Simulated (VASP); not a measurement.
# Pt2C (P4_2/mnm) in VASP: a series of runs, part 3 of 3

VASP 6.6.1. Earlier steps stand in the parts before.

### Step 5. Relaxation of cell and atoms, PBE

This run uses another cell than the first one, of 15.51 Å³/atom.

INCAR

```
PREC = Accurate
ENCUT = 600
EDIFF = 1E-6
ISMEAR = 0
SIGMA = 0.1
LREAL = F
LASPH = T
NELM = 100
ALGO = Normal
ISIF = 3
LWAVE = F
LCHARG = F
GGA = PE
IBRION = 2
NSW = 90
EDIFFG = -0.04
```

KPOINTS

```
Automatic mesh
0
Gamma
  4 4 6
```

POSCAR

```
Pt2C
1.0
    5.4513435100      0.0000000000      0.0000000000
    0.0000000000      5.4513435100      0.0000000000
    0.0000000000      0.0000000000      3.1312478200
Pt C
4 2
Direct
    0.7147240000      0.2852760000      0.5000000000
    0.2852760000      0.7147240000      0.5000000000
    0.2147240000      0.2147240000      0.0000000000
    0.7852760000      0.7852760000      0.0000000000
    0.0000000000      0.0000000000      0.5000000000
    0.5000000000      0.5000000000      0.0000000000
```

The run is started by

```sh
> cat potpaw_PBE.64/Pt/POTCAR potpaw_PBE.64/C/POTCAR > POTCAR
> mpirun -np 1 vasp_std > vasp.out
```

Run time: 18 min. Hardware: 1 thread of Intel Xeon 8259CL, shared host; peak memory 0.28 GiB.

Results (log left out):

```
Free energy                           : -38.7421 eV
Relaxed volume                        : 13.40 Å³/atom
Relaxed cell                          : a = 4.983 Å, b = 4.983 Å, c = 3.238 Å, α = 90.00°, β = 90.00°, γ = 90.00°
Space group after relaxing (to 0.1 Å) : P4_2/mnm (No. 136)
Energy gained by relaxing             : 243.1 meV/atom
Ionic steps                           : 16
Pressure after relaxing               : -0.1 GPa
Largest force after relaxing          : 0.023 eV/Å
Band gap on the k mesh                : zero (bands 24 and 25 overlap by 0.37 eV)
```

Forces in eV/Å, atoms in the order of the input:
```
Pt   0.016 -0.016  0.000
Pt  -0.016  0.016  0.000
Pt   0.016  0.016  0.000
Pt  -0.016 -0.016  0.000
C    0.000  0.000  0.000
C    0.000  0.000  0.000
```

Stress tensor (GPa, compression positive):
```
 0.01  0.00  0.00
 0.00  0.01  0.00
 0.00  0.00 -0.30
```

The path:
```tsv
step	energy change (eV)	largest force (eV/Å)	pressure (GPa)	volume (Å³)
1	0.0000	0.3801	-25.08	93.05
2	2.4052	0.1662	93.12	64.02
3	-1.2423	0.3209	-1.84	80.43
4	-1.2471	0.3181	-0.28	79.91
5	-1.2476	0.3168	0.48	79.66
6	-1.2980	0.2959	0.45	79.70
7	-1.3990	0.2829	0.98	79.67
8	-1.2118	0.5883	4.69	79.06
9	-1.4107	0.3038	1.26	79.63
10	-1.4265	0.2479	2.09	79.49
11	-1.3906	0.0562	-5.65	82.38
12	-1.4362	0.1523	-0.54	80.39
13	-1.4565	0.0114	0.46	80.15
14	-1.4578	0.0347	0.84	80.08
15	-1.4543	0.0053	-2.01	81.08
16	-1.4588	0.0226	-0.09	80.40
```

Final structure:
```
CELL_PARAMETERS angstrom
4.98319 0.00000 0.00000
0.00000 4.98319 0.00000
0.00000 0.00000 3.23776
ATOMIC_POSITIONS crystal
Pt 0.69715 0.30285 0.50000
Pt 0.30285 0.69715 0.50000
Pt 0.19715 0.19715 0.00000
Pt 0.80285 0.80285 0.00000
C 0.00000 0.00000 0.50000
C 0.50000 0.50000 0.00000
```

Levels at points of the mesh, in eV from the Fermi level:
```
           k point  band 20  band 21  band 22  band 23  band 24  band 25  band 26  band 27  band 28
(0.00, 0.00, 0.00)    -1.74    -1.74    -1.28    -0.03    -0.03     0.50     0.71     1.07     1.07
(0.50, 0.00, 0.00)    -2.85    -1.93    -1.93    -1.03    -1.03     0.57     0.57     2.69     2.69
(0.50, 0.50, 0.00)    -2.63    -2.60    -2.60    -2.55    -2.55     2.52     2.52     3.01     3.01
(0.00, 0.00, 0.50)    -2.37    -1.98    -1.98    -0.19    -0.19     0.00     0.00     0.87     0.87
(0.50, 0.00, 0.50)    -2.11    -1.93    -1.93    -0.78    -0.78     0.45     0.45     1.31     1.31
(0.50, 0.50, 0.50)    -2.21    -2.16    -2.16    -1.18    -1.18     0.48     0.48     1.16     1.16
```

Caveat: spin-orbit coupling is left out, which moves the levels of the heavy elements.

### Step 6. Relaxation of cell and atoms, PBE

INCAR

```
PREC     = Accurate       # precision mode
ENCUT    = 600            # plane-wave cutoff, eV
EDIFF    = 1E-6           # SCF threshold, eV
ISMEAR   = 0              # smearing method
SIGMA    = 0.1            # smearing width, eV
LREAL    = F              # projectors in reciprocal space
LASPH    = T              # aspherical terms in the spheres
NELM     = 60             # most SCF steps
ALGO     = Normal         # electronic algorithm
ISIF     = 3              # what is computed and relaxed
LWAVE    = F              # write WAVECAR
LCHARG   = F              # write CHGCAR
GGA      = PE             # functional
IBRION   = 2              # ionic algorithm
NSW      = 100            # ionic steps
EDIFFG   = -0.01          # ionic threshold
```

KPOINTS

```
Automatic mesh
0
Gamma
  8 8 12
```

POSCAR

```
Pt2C
1.0
    4.9834385305      0.0000000000      0.0000000000
    0.0000000000      4.9834385305      0.0000000000
    0.0000000000      0.0000000000      3.2358892380
Pt C
4 2
Direct
    0.6968132432      0.3031867568      0.5000000000
    0.3031867568      0.6968132432      0.5000000000
    0.1968132432      0.1968132432      0.0000000000
    0.8031867568      0.8031867568      0.0000000000
    0.0000000000      0.0000000000      0.5000000000
    0.5000000000      0.5000000000      0.0000000000
```

Potentials or basis: VASP PAW PBE potentials, release 64 (Pt, C).

The run is started by

```sh
> cat potpaw_PBE.64/Pt/POTCAR potpaw_PBE.64/C/POTCAR > POTCAR
> mpirun -np 1 vasp_std > vasp.out
```

Wall time 15 min (1 thread of Intel Xeon 8259CL, shared host); peak memory 0.39 GiB.

The run converged. Its results:

* Free energy: -38.7332 eV
* Relaxed volume: 13.40 Å³/atom
* Relaxed cell: a = 4.997 Å, b = 4.997 Å, c = 3.219 Å, α = 90.00°, β = 90.00°, γ = 90.00°
* Space group after relaxing (to 0.1 Å): P4_2/mnm (No. 136)
* Energy gained by relaxing: 0.3 meV/atom
* Ionic steps: 5
* Pressure after relaxing: 0.0 GPa
* Band gap on the k mesh: zero (bands 24 and 25 overlap by 0.40 eV)

Step by step:
```tsv
step	energy change (eV)	largest force (eV/Å)	pressure (GPa)	volume (Å³)
1	0.0000	0.0237	0.06	80.36
2	-0.0012	0.0078	-0.12	80.42
3	-0.0015	0.0030	-0.24	80.46
4	-0.0013	0.0085	0.55	80.20
5	-0.0016	0.0007	0.01	80.38
```

Final structure:
```cif
data_structure
_symmetry_space_group_name_H-M 'P 1'
_symmetry_Int_Tables_number 1
_cell_length_a 4.9972
_cell_length_b 4.9972
_cell_length_c 3.2187
_cell_angle_alpha 90.000
_cell_angle_beta 90.000
_cell_angle_gamma 90.000
_cell_volume 80.38
loop_
_atom_site_label
_atom_site_type_symbol
_atom_site_fract_x
_atom_site_fract_y
_atom_site_fract_z
_atom_site_occupancy
Pt1 Pt 0.69710 0.30290 0.50000 1
Pt2 Pt 0.30290 0.69710 0.50000 1
Pt3 Pt 0.19710 0.19710 0.00000 1
Pt4 Pt 0.80290 0.80290 0.00000 1
C1 C 0.00000 0.00000 0.50000 1
C2 C 0.50000 0.50000 0.00000 1
```

Levels at points of the mesh, in eV from the Fermi level:
```
           k point  band 21  band 22  band 23  band 24  band 25  band 26  band 27  band 28
(0.00, 0.00, 0.00)    -1.70    -1.24     0.01     0.01     0.62     0.74     1.06     1.06
(0.50, 0.00, 0.00)    -1.89    -1.89    -1.01    -1.01     0.58     0.58     2.77     2.77
(0.50, 0.50, 0.00)    -2.56    -2.56    -2.50    -2.50     2.52     2.52     3.08     3.08
(0.00, 0.00, 0.50)    -1.93    -1.93    -0.11    -0.11     0.06     0.06     0.93     0.93
(0.50, 0.00, 0.50)    -1.91    -1.91    -0.72    -0.72     0.50     0.50     1.37     1.37
(0.50, 0.50, 0.50)    -2.07    -2.07    -1.14    -1.14     0.54     0.54     1.23     1.23
```

Caveat: spin-orbit coupling is left out, which moves the levels of the heavy elements.

### Step 7. The runs side by side

| task | cell | k mesh | cutoff (eV) | gap on the mesh (eV) | pressure (GPa) | relaxed volume (Å³/atom) | largest force (eV/Å) |
| --- | --- | --- | --- | --- | --- | --- | --- |
| single point | a = 4.983, b = 4.983, c = 3.236 Å, 6 atoms, atomic positions A | 4 × 4 × 6 | 520 | none | 0.1 | - | 0.05 |
| single point | a = 5.451, b = 5.451, c = 3.131 Å, 6 atoms, atomic positions B | 4 × 4 × 6 | 520 | none | -25.1 | - | 0.38 |
| single point | a = 5.000, b = 5.000, c = 3.215 Å, 6 atoms, atomic positions A | 8 × 8 × 12 | 520 | none | 0.1 | - | 0.02 |
| relaxation of cell and atoms | relaxed from a = 5.451, b = 5.451, c = 3.131 Å, 6 atoms, atomic positions B | 4 × 4 × 6 | 600 | none | -0.1 | 13.40 | 0.02 |
| relaxation of cell and atoms | relaxed from a = 4.983, b = 4.983, c = 3.236 Å, 6 atoms, atomic positions A | 8 × 8 × 12 | 600 | none | 0.0 | 13.40 | - |

Alike in all rows: level PBE; potentials or basis VASP PAW PBE potentials, release 64 (Pt, C); no spin polarisation; smearing gaussian 0.1 eV.

Caveats: spin-orbit coupling is left out, which moves the levels of the heavy elements; the cell stands under tension (at least some runs).

Absolute energies hang on the potentials; compare differences alone.
